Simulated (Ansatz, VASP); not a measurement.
Two plane-wave programs on SeS

INCAR

```
PREC = Accurate ; ENCUT = 520
EDIFF = 1E-6 ; ISMEAR = 0
SIGMA = 0.1 ; LREAL = False
LASPH = True ; NELM = 80
ALGO = Normal ; ISIF = 2
LWAVE = False ; LCHARG = False
LDIPOL = True ; IDIPOL = 3
DIPOL = 0.5 0.5 0.500 ; GGA = PE
NBANDS = 13
```

The input KPOINTS:

```
Automatic mesh
0
Gamma
  6 6 1
```

File POSCAR:

```
SeS
1.0
    3.4906186600      0.0000000000      0.0000000000
   -1.7453093300      3.0229650600      0.0000000000
    0.0000000000      0.0000000000     16.0000000000
Se S
1 1
Direct
    0.6666666700      0.3333333300      0.5404139400
    0.3333333300      0.6666666700      0.4595860600
```

Input for Ansatz:

```yaml
crystal:
  lattice:
    - [3.49061866, 0.0, 0.0]
    - [-1.74530933, 3.02296506, 0.0]
    - [0.0, 0.0, 16.0]
  atoms:
    - { symbol: Se, position: [0.66666667, 0.33333333, 0.54041394] }
    - { symbol: S, position: [0.33333333, 0.66666667, 0.45958606] }
  periodic: [true, true, false]
basis:
  ecutwfc: 420
kpoints:
  mp_grid: { grid: [6, 6, 1] }
hamiltonian:
  xc: pbe
scf:
  occupations: { method: gaussian, width: 0.1 }
  lower_state_search: "off"
output:
  forces: true
  stress: true
  eigenvalues: true
```

Alike in both runs: task single point; functional PBE; k mesh 6 × 6 × 1; occupations gaussian, width 0.1 eV; no spin polarisation.

|  | VASP | Ansatz |
| --- | --- | --- |
| version | VASP 6.6.1 | Ansatz 0.2.0 |
| potentials or method | VASP PAW PBE potentials, release 64 (Se, S), cutoff 520 eV | scalar-relativistic, plane waves, PAW |
| valence electrons in the cell | 12 | 22 |

Ansatz gave:

| Item | Value |
| --- | --- |
| gap on the k mesh at the Fermi level (eV) | 0.22 |
| least direct gap on the mesh (eV) | 0.44 |
| rms of the force components (eV/Å) | 0.803 |

Problem. What did VASP give for the same quantities?

Solution. gap on the k mesh at the Fermi level (eV): 0.22; least direct gap on the mesh (eV): 0.45; rms of the force components (eV/Å): 0.799.

Atom by atom the forces differ by 0.003 eV/Å (rms over components). The functional is the same, so the differences come from potentials, cutoffs and numerics. VASP's potentials hold 12 valence electrons a cell and Ansatz's 22, so a difference there can come from the potentials and not from the codes. Ansatz's warnings: slab cell height set, structure snapped to symmetry.
